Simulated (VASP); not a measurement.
# Si31Sn (P1) in VASP: relaxation of volume and atoms at fixed shape with PBEsol

Aim: the relaxation of volume and atoms at fixed shape of Si31Sn with PBEsol.

All numbers are computed with VASP 6.6.1; they aren't measurements. Logs are shortened: lines on timing, memory, paths and dates and some standing lists are left out, and cuts for length are marked.

## (1) The cell of the first run

The typed cell holds 64 atoms: a = 10.932 Å, b = 10.932 Å, c = 10.932 Å, α = 90.00°, β = 90.00°, γ = 90.00°.

## (2) Relaxation of volume and atoms at fixed shape, PBEsol

The input, INCAR:

```
SYSTEM = Si31Sn
ALGO = Normal
EDIFF = 1E-6
EDIFFG = -0.03
ENCUT = 600
GGA = PS
IBRION = 2
ISIF = 8
ISMEAR = -1
LASPH = .TRUE.
LCHARG = .FALSE.
LREAL = Auto
LWAVE = .FALSE.
NELM = 100
NSW = 100
PREC = Accurate
SIGMA = 0.05
```

The input, KPOINTS:

```
Automatic mesh
0
Gamma
  1 1 1
  0.5 0.5 0.5
```

The input, POSCAR:

```
Si31Sn
1.0
   10.9319820000      0.0000000000      0.0000000000
    0.0000000000     10.9319820000      0.0000000000
    0.0000000000      0.0000000000     10.9319820000
Si Sn
62 2
Direct
    0.0013150000      0.0012780000      0.0002920000
    0.9990950000      0.9986830000      0.5027210000
    0.9985710000      0.4976480000      0.9991250000
    0.9990640000      0.5038960000      0.5013680000
    0.4978010000      0.0019000000      0.0001470000
    0.4969340000      0.9990570000      0.5013360000
    0.4984140000      0.4986520000      0.0022750000
    0.5023660000      0.4989860000      0.4997220000
    0.1254080000      0.1254480000      0.1271920000
    0.1234070000      0.1205870000      0.6261900000
    0.1259530000      0.6271190000      0.1263710000
    0.1234950000      0.6248610000      0.6250010000
    0.6281340000      0.1220480000      0.1240510000
    0.6291900000      0.1254380000      0.6224760000
    0.6258640000      0.6265630000      0.1226460000
    0.2503760000      0.2483530000      0.9984170000
    0.2514550000      0.2506710000      0.5006810000
    0.2517600000      0.7498790000      0.0016640000
    0.2502700000      0.7517080000      0.4992760000
    0.7459220000      0.2497000000      0.0002220000
    0.7513610000      0.2493200000      0.4994640000
    0.7495360000      0.7515830000      0.9991330000
    0.7515540000      0.7524850000      0.5014300000
    0.3749120000      0.3747660000      0.1235880000
    0.3751890000      0.3746290000      0.6233300000
    0.3758310000      0.8774900000      0.1285120000
    0.3753380000      0.8739370000      0.6247410000
    0.8761610000      0.3755650000      0.1221790000
    0.8726010000      0.3760010000      0.6257950000
    0.8762380000      0.8784110000      0.1233690000
    0.8793320000      0.8739210000      0.6253180000
    0.2477350000      0.9987950000      0.2468680000
    0.2468770000      0.9990750000      0.7492480000
    0.2484560000      0.5018660000      0.2492970000
    0.2502890000      0.4992590000      0.7520890000
    0.7500080000      0.9982570000      0.2502070000
    0.7467130000      0.0006930000      0.7507630000
    0.7496480000      0.5012630000      0.2517050000
    0.7499350000      0.5024000000      0.7443410000
    0.3747710000      0.1273660000      0.3735090000
    0.3762640000      0.1237360000      0.8763320000
    0.3744290000      0.6211420000      0.3753670000
    0.3795930000      0.6244620000      0.8722600000
    0.8731770000      0.1278120000      0.3742340000
    0.8753140000      0.1259230000      0.8784120000
    0.8756370000      0.6264990000      0.3716510000
    0.8727780000      0.6251520000      0.8754810000
    0.9999460000      0.2538620000      0.2519330000
    0.9977560000      0.2499390000      0.7503450000
    0.0005130000      0.7462040000      0.7528760000
    0.4985760000      0.2497520000      0.2488690000
    0.4975450000      0.2490040000      0.7538450000
    0.4998070000      0.7471250000      0.2499770000
    0.5004970000      0.7483550000      0.7528750000
    0.1246290000      0.3705450000      0.3739370000
    0.1249720000      0.3788150000      0.8740040000
    0.1243030000      0.8774320000      0.3740540000
    0.1286700000      0.8760070000      0.8747360000
    0.6220160000      0.3747950000      0.3736100000
    0.6234970000      0.3756150000      0.8730920000
    0.6269370000      0.8759170000      0.3724640000
    0.6236780000      0.8744480000      0.8743840000
    0.6288040000      0.6256940000      0.6270340000
    0.0007410000      0.7508900000      0.2515760000
```

Potentials or basis: VASP PAW PBE potentials, release 64 (Si, Sn_d).

Started as:

```console
$ cat potpaw_PBE.64/Si/POTCAR potpaw_PBE.64/Sn_d/POTCAR > POTCAR
$ mpirun -np 1 vasp_std > vasp.out
```

OUTCAR:

```text
SYSTEM = Si31Sn
   EDIFF = 1E-6
   EDIFFG = -0.03
   ENCUT = 600
   GGA = PS
   IBRION = 2
   ISIF = 8
   ISMEAR = -1
   LASPH = .TRUE.
   LREAL = Auto
   NELM = 100
   NSW = 100
   PREC = Accurate

 ion  position               nearest neighbor table
   1  0.001  0.001  0.000-  30 2.34  45 2.35   9 2.37  58 2.39
   2  0.999  0.999  0.503-  31 2.32  10 2.33  57 2.37  44 2.42
   3  0.999  0.498  0.999-  28 2.32  56 2.34  47 2.38  11 2.42
   4  0.999  0.504  0.501-  12 2.33  46 2.37  29 2.39  55 2.44
   5  0.498  0.002  0.000-  41 2.32  13 2.36  26 2.37  62 2.39
   6  0.497  0.999  0.501-  27 2.34  40 2.39  14 2.40  61 2.41
[... 56 lines left out ...]
  63  0.629  0.626  0.627-  39 2.28  23 2.37  54 2.38   8 2.40
  64  0.001  0.751  0.252-  46 2.33  57 2.35  11 2.36  30 2.40

  LATTYP: Found a simple cubic cell.
 ALAT       =    10.9319820000

  Lattice vectors:

 A1 = (  10.9319820000,   0.0000000000,   0.0000000000)
 A2 = (   0.0000000000,  10.9319820000,   0.0000000000)
 A3 = (   0.0000000000,   0.0000000000,  10.9319820000)

Analysis of symmetry for initial positions (statically):
=====================================================================
 Subroutine PRICEL returns:
 Original cell was already a primitive cell.

 Routine SETGRP: Setting up the symmetry group for a
 simple cubic supercell.

 Subroutine GETGRP returns: Found  1 space group operations
 (whereof  1 operations were pure point group operations)
 out of a pool of 48 trial point group operations.

The static configuration has the point symmetry C_1 .

Analysis of symmetry for dynamics (positions and initial velocities):
=====================================================================
 Subroutine PRICEL returns:
 Original cell was already a primitive cell.

 Routine SETGRP: Setting up the symmetry group for a
 simple cubic supercell.

 Subroutine GETGRP returns: Found  1 space group operations
 (whereof  1 operations were pure point group operations)
 out of a pool of 48 trial point group operations.

The dynamic configuration has the point symmetry C_1 .

 Subroutine INISYM returns: Found  1 space group operations
 (whereof  1 operations are pure point group operations),
 and found     1 'primitive' translations

----------------------------------------------------------------------------------------

                                     Primitive cell

  volume of cell :    1306.4618

  direct lattice vectors                    reciprocal lattice vectors
    10.931982000  0.000000000  0.000000000     0.091474721  0.000000000  0.000000000
     0.000000000 10.931982000  0.000000000     0.000000000  0.091474721  0.000000000
     0.000000000  0.000000000 10.931982000     0.000000000  0.000000000  0.091474721

  length of vectors
    10.931982000 10.931982000 10.931982000     0.091474721  0.091474721  0.091474721

  position of ions in fractional coordinates (direct lattice)
     0.001315000  0.001278000  0.000292000
     0.999095000  0.998683000  0.502721000
     0.998571000  0.497648000  0.999125000
     0.999064000  0.503896000  0.501368000
     0.497801000  0.001900000  0.000147000
     0.496934000  0.999057000  0.501336000
[... 56 lines left out ...]
     0.628804000  0.625694000  0.627034000
     0.000741000  0.750890000  0.251576000

  ion indices of the primitive-cell ions
   primitive index   ion index
                 1           1
                 2           2
                 3           3
                 4           4
                 5           5
                 6           6
[... 56 lines left out ...]
                63          63
                64          64

----------------------------------------------------------------------------------------

 KPOINTS: Automatic mesh

Automatic generation of k-mesh.
 Grid dimensions read from file:
 generate k-points for:    1    1    1

 Generating k-lattice:

  Cartesian coordinates                     Fractional coordinates (reciprocal lattice)
     0.091474721  0.000000000  0.000000000     1.000000000  0.000000000  0.000000000
     0.000000000  0.091474721  0.000000000     0.000000000  1.000000000  0.000000000
     0.000000000  0.000000000  0.091474721     0.000000000  0.000000000  1.000000000

  Length of vectors
     0.091474721  0.091474721  0.091474721

  Shift w.r.t. Gamma in fractional coordinates (k-lattice)
     0.500000000  0.500000000  0.500000000

 Subroutine IBZKPT returns following result:
 ===========================================

 Found      1 irreducible k-points:

 Following reciprocal coordinates:
            Coordinates               Weight
  0.500000  0.500000  0.500000      1.000000
   k-points           NKPTS =      1   k-points in BZ     NKDIM =      1   number of bands    NBANDS=    171
   number of dos      NEDOS =    301   number of ions     NIONS =     64
   total plane-waves  NPLWV = 729000
   dimension x,y,z NGX =    90 NGY =   90 NGZ =   90
   dimension x,y,z NGXF=   180 NGYF=  180 NGZF=  180
   ions per type =              62   2
   NGX,Y,Z   is equivalent  to a cutoff of  13.69, 13.69, 13.69 a.u.
   NGXF,Y,Z  is equivalent  to a cutoff of  27.37, 27.37, 27.37 a.u.
 SYSTEM =  Si31Sn
   PREC   = accura    normal or accurate (medium, high low for compatibility)
   ISTART =      0    job   : 0-new  1-cont  2-samecut
   ICHARG =      2    charge: 1-file 2-atom 10-const
   ISPIN  =      1    spin polarized calculation?
   LNONCOLLINEAR =      F non collinear calculations
   LSORBIT =      F    spin-orbit coupling
   LASPH  =      T    aspherical Exc in radial PAW
   ENCUT  =  600.0 eV  44.10 Ry    6.64 a.u.  21.83 21.83 21.83*2*pi/ulx,y,z
   NELM   =    100;   NELMIN=  2; NELMDL= -5     # of ELM steps
   EDIFF  = 0.1E-05   stopping-criterion for ELM
   LREAL  =      T    real-space projection
   EDIFFG = -.3E-01   stopping-criterion for IOM
   NSW    =    100    number of steps for IOM
   IBRION =      2    ionic relax: 0-MD 1-quasi-New 2-CG
   NFREE  =      1    steps in history (QN), initial steepest desc. (CG)
   ISIF   =      8    stress and relaxation
   ISYM   =      2    0-nonsym 1-usesym 2-fastsym
   POTIM  = 0.5000    time-step for ionic-motion
   TEBEG  =    0.0;   TEEND  =   0.0 temperature during run
   PSTRESS=    0.0 pullay stress
   NELECT =     276.0000    total number of electrons
   NUPDOWN=      -1.0000    fix difference up-down
   EMIN   =  10.00;   EMAX   =-10.00  energy-range for DOS
   EFERMI =   0.00;   METHOD = LEGACY
   ISMEAR =    -1;   SIGMA  =   0.05  broadening in eV -4-tet -1-fermi 0-gaus
   EFERMI_NEDOS =   21; number of points for ismear=-14 and -15
   IALGO  =     38    algorithm
   IMIX   =      4    mixing-type and parameters
     AMIX     =   0.40;   BMIX     =  1.00
     AMIX_MAG =   1.60;   BMIX_MAG =  1.00
  volume/ion in A,a.u.               =      20.41       137.76
  Fermi-wavevector in a.u.,A,eV,Ry     =   0.975017  1.842515 12.934495  0.950659
  Thomas-Fermi vector in A             =   2.105523
   LORBIT       =      0    0 simple, 1 ext, 2 COOP (PROOUT), +10 PAW based schemes
   GGA     = PS    functional components
   LHFCALC =     F    Hartree Fock is set to
   AEXX    =    0.0000 exact exchange contribution
   IVDW    =     0    specifies the selected vdW correction
   LEPSILON=     F    determine dielectric tensor
   LRPA    =     F    only Hartree local field effects (RPA)
 conjugate gradient relaxation of ions
 non-spin polarized calculation
  energy-cutoff  :      600.00
  volume of cell :     1306.46
 maximum number of plane-waves:     43520
 NGX is ok and might be reduce to    90
   NGX = 43   NGY = 43   NGZ = 43

--------------------------------------- Ionic step        1  -------------------------------------------

 number of electron     275.9999999 magnetization

 Free energy of the ion-electron system (eV)
  ---------------------------------------------------
  ext. energy  EPLUGINS =         0.00000000
  ---------------------------------------------------
  free energy    TOTEN  =      -355.96124909 eV

  energy without entropy =     -355.96124899  energy(sigma->0) =     -355.96124904

------------------------ aborting loop because EDIFF is reached ----------------------------------------

  FORCE on cell =-STRESS in cart. coord.  units (eV):
  Direction    XX          YY          ZZ          XY          YZ          ZX
  --------------------------------------------------------------------------------------
  -------------------------------------------------------------------------------------
  Total        8.6312496      8.7438076      8.3232739      2.4982251     -3.9774984     -0.9084076
  in kB       10.5849189     10.7229542     10.2072334      3.0636943     -4.8777986     -1.1140242
  external PRESSURE =      10.5050355 kB  Pullay stress =       0.0000000 kB
[... 275 lines left out ...]
  FREE ENERGIE OF THE ION-ELECTRON SYSTEM (eV)
  ---------------------------------------------------
  free  energy   TOTEN  =      -357.7859654603 eV

  energy  without entropy=     -357.7859652008  energy(sigma->0) =     -357.78596533

[... ionic steps 4 to 11 ...]

--------------------------------------- Ionic step       12  -------------------------------------------

 number of electron     276.0000005 magnetization

------------------------ aborting loop because EDIFF is reached ----------------------------------------
[... 191 lines left out ...]
--------------------------------------- Ionic step       14  -------------------------------------------

 number of electron     276.0000004 magnetization

 Free energy of the ion-electron system (eV)
  ---------------------------------------------------
  ext. energy  EPLUGINS =         0.00000000
  ---------------------------------------------------
  free energy    TOTEN  =      -358.15279840 eV

  energy without entropy =     -358.15279778  energy(sigma->0) =     -358.15279809

 E-fermi :   6.1698     XC(G=0):  -9.5071

 val. band max:        5.3873988482   @ k =   0.5000   0.5000   0.5000
 cond. band min:       7.0328509551   @ k =   0.5000   0.5000   0.5000
 fundamental gap:      1.6454521069
 Fermi energy:         6.1697970032

 k-point     1 :       0.5000    0.5000    0.5000
  band No.  band energies     occupation
      1     -15.0621      2.00000
      2     -15.0614      2.00000
      3     -15.0602      2.00000
      4     -15.0600      2.00000
      5     -15.0572      2.00000
      6     -15.0564      2.00000
[... 142 lines left out ...]
    149       7.1167      0.00000
    150       7.1297      0.00000
 [bands above 150 left out]

------------------------ aborting loop because EDIFF is reached ----------------------------------------

  FORCE on cell =-STRESS in cart. coord.  units (eV):
  Direction    XX          YY          ZZ          XY          YZ          ZX
  --------------------------------------------------------------------------------------
  -------------------------------------------------------------------------------------
  Total       -0.0227566      0.0373078     -0.0096576      0.0338190     -0.0103417      0.0150680
  in kB       -0.0277546      0.0455016     -0.0117786      0.0412465     -0.0126130      0.0183774
  external PRESSURE =       0.0019895 kB  Pullay stress =       0.0000000 kB
[... 79 lines left out ...]
  FREE ENERGIE OF THE ION-ELECTRON SYSTEM (eV)
  ---------------------------------------------------
  free  energy   TOTEN  =      -358.1527983981 eV

  energy  without entropy=     -358.1527977752  energy(sigma->0) =     -358.15279809

 reached required accuracy - stopping structural energy minimisation
```

Wall time 75 min (1 thread of Oxide Virtual Turin-like, shared host); peak memory 1.6 GiB.

Results:

| Item | Value |
| --- | --- |
| Free energy | -358.1528 eV |
| Relaxed volume | 20.53 Å³/atom |
| Relaxed cell | a = 10.952 Å, b = 10.952 Å, c = 10.952 Å, α = 90.00°, β = 90.00°, γ = 90.00° |
| Space group after relaxing (to 0.1 Å) | C2/m (No. 12) |
| Energy gained by relaxing | 34.2 meV/atom |
| Ionic steps | 14 |
| Pressure after relaxing | 0.0 GPa |
| Largest force after relaxing | 0.016 eV/Å |
| Band gap on the k mesh | 1.65 eV |

Forces in eV/Å, atoms in the order of the input:
```
Si  -0.005 -0.014 -0.004
Si  -0.003 -0.006 -0.007
Si  -0.003  0.005 -0.005
Si   0.002  0.001 -0.001
Si   0.011 -0.002 -0.003
Si   0.003  0.000  0.004
Si   0.000  0.010  0.001
Si  -0.002  0.006 -0.005
Si  -0.008 -0.006  0.002
Si  -0.009 -0.004 -0.006
Si  -0.001 -0.001 -0.002
Si  -0.003  0.000 -0.006
Si   0.003 -0.005  0.011
Si  -0.002 -0.001  0.000
Si   0.001 -0.003  0.003
Si   0.008  0.007  0.002
Si   0.003 -0.004  0.005
Si  -0.007 -0.001 -0.004
Si   0.000  0.000  0.004
Si  -0.007  0.000 -0.002
Si   0.007  0.005  0.006
Si   0.001 -0.007  0.001
Si  -0.008 -0.003 -0.002
Si   0.002  0.008  0.013
Si  -0.006  0.011 -0.002
Si   0.002 -0.005 -0.013
Si  -0.005 -0.002  0.000
Si  -0.001 -0.001  0.001
Si   0.011 -0.003  0.002
Si  -0.010 -0.004  0.002
Si  -0.010 -0.007 -0.008
Si   0.011 -0.007  0.005
Si   0.002  0.003 -0.007
Si   0.001  0.015  0.002
Si  -0.006  0.006  0.006
Si  -0.001 -0.006  0.010
Si   0.006 -0.003  0.006
Si   0.001 -0.003  0.001
Si   0.005  0.003  0.002
Si   0.005  0.002 -0.012
Si   0.000  0.000  0.003
Si   0.002  0.008 -0.004
Si  -0.005  0.009  0.001
Si   0.004 -0.006 -0.003
Si   0.001 -0.003 -0.001
Si  -0.004 -0.005 -0.001
Si   0.005  0.001  0.005
Si   0.003  0.004  0.000
Si   0.004  0.000 -0.003
Si  -0.005  0.000 -0.007
Si   0.011  0.004 -0.005
Si   0.006  0.011 -0.003
Si  -0.003  0.003 -0.009
Si  -0.006  0.009  0.004
Si   0.009  0.002 -0.003
Si  -0.001 -0.002  0.005
Si  -0.003 -0.007  0.000
Si  -0.007 -0.004 -0.007
Si   0.004  0.004  0.004
Si   0.008  0.004  0.010
Si  -0.005 -0.005 -0.001
Si   0.003 -0.005  0.001
Sn   0.001  0.003  0.008
Sn  -0.008 -0.007  0.006
```

Step by step:
```csv
step,energy change (eV),largest force (eV/Å),pressure (GPa),volume (Å³)
1,0.0000,3.9286,1.05,1306.46
2,-1.8244,0.7162,-1.16,1331.93
3,-1.8247,0.7339,-1.13,1331.55
4,-2.0811,0.3104,0.51,1306.74
5,-2.0815,0.3054,0.58,1305.68
6,-2.1556,0.2039,0.01,1313.48
7,-2.1589,0.2455,-0.13,1315.53
8,-2.1788,0.0911,-0.03,1314.07
9,-2.1813,0.0911,0.02,1313.36
10,-2.1869,0.0575,0.00,1313.57
11,-2.1879,0.0538,0.00,1313.70
12,-2.1902,0.0372,0.00,1313.69
13,-2.1906,0.0338,0.00,1313.68
14,-2.1915,0.0157,0.00,1313.66
```

Caveat: the k points lie up to 0.57 Å⁻¹ apart in the final cell; the PAW data sets were made with another functional, which shifts forces and pressure a little; spin-orbit coupling is left out, which moves the levels of the heavy elements; a shifted mesh leaves out Γ, where band edges can lie. A k mesh can miss the band edges.
